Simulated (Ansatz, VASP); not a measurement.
**C in VASP and in Ansatz**

Contents of INCAR:

```
PREC = Accurate
ENCUT = 520
EDIFF = 1E-7
ISMEAR = -1
SIGMA = 0.05
LREAL = False
LASPH = True
NELM = 80
ALGO = Normal
ISIF = 2
LWAVE = False
LCHARG = True
GGA = PE
LELF = True
LVHAR = True
NBANDS = 11
```

File KPOINTS:

```
regular mesh
0
Gamma
  16 16 9
```

Contents of POSCAR:

```
C
1.0
    2.1003865828      0.0000000000      0.0000000000
   -1.0501932914      1.8189881384      0.0000000000
    0.0000000000      0.0000000000      3.4026262641
C
2
Direct
    0.1933333333      0.5966666667      0.1450000000
    0.8066666667      0.4033333333      0.8550000000
```

Input for Ansatz:

```yaml
crystal:
  lattice:
    - [2.1003865828, 0.0, 0.0]
    - [-1.0501932914, 1.8189881384, 0.0]
    - [0.0, 0.0, 3.4026262641]
  atoms:
    - { symbol: C, position: [0.1933333333, 0.5966666667, 0.145] }
    - { symbol: C, position: [0.8066666667, 0.4033333333, 0.855] }
kpoints:
  mp_grid: { grid: [16, 16, 9] }
scf:
  occupations: { method: fermi_dirac, width: 0.05 }
hamiltonian:
  xc: pbe
  pseudopotentials: { kind: all_electron, lapw: { basis_error: 0.001 } }
output:
  forces: true
  stress: true
  eigenvalues: true
  populations: true
```

Change from the starting cell: shortest bond scaled by 0.58, LAPW.

Alike in both runs: task single point; functional PBE; k mesh 16 × 16 × 9; occupations fermi-dirac, width 0.05 eV; no spin polarisation.

|  | VASP | Ansatz |
| --- | --- | --- |
| version | VASP 6.6.1 | Ansatz 0.2.0 |
| potentials or method | VASP PAW PBE potentials, release 64 (C), cutoff 520 eV | all-electron LAPW, scalar-relativistic |

```csv
,VASP,Ansatz,Ansatz less VASP
pressure (GPa),113.3,112.2,-1.04
"traceless stress, the component that is largest in VASP (GPa)",81.58,80.45,-1.130
rms of the force components (eV/Å),6.361,6.256,-0.1048
```

Atom by atom the forces differ by 0.105 eV/Å (rms over components). Both programs put the cell under a high pressure, so it lies far from rest at this level. Ansatz ran all-electron here, and VASP with PAW potentials.

Noted on VASP's run: the cell as given lies far from equilibrium.
